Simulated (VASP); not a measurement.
Crystal: BN.

```
B N
1.0
     2.54395    0.00000    0.00000
    -1.27197    2.20313    0.00000
     0.00000    0.00000    4.24989
B N
2 2
Direct
  0.33333 0.66667 0.00009
  0.66667 0.33333 0.50009
  0.33333 0.66667 0.37491
  0.66667 0.33333 0.87491
```

This cell differs from its parent crystal: uniaxial z strain +1.0%.

Base run:

```yaml
Program: VASP 6.6.1
Functional: PBE
Potentials_or_basis: VASP PAW PBE potentials, release 64 (B, N)
Cutoff: 520 eV
k_mesh: 12 × 12 × 6
Occupations: fermi-dirac, width 0.02 eV
Spin: no spin polarisation
```

Its results: band gap on the k mesh 5.19 eV (least direct gap 8.23 eV); pressure 1.1 GPa; largest force 0.026 eV/Å.

Task: The run is repeated on the same cell with these changes: functional from PBE to r2SCAN; occupations from fermi-dirac, width 0.02 eV to gaussian, width 0.01 eV. What comes out?

Result: Band gap on the k mesh 5.71 eV (least direct gap 8.91 eV); pressure -2.7 GPa; largest force 0.006 eV/Å.

Caveats: the PAW data sets were made with another functional, which shifts forces and pressure a little (at least some runs).

A k mesh can miss the band edges.
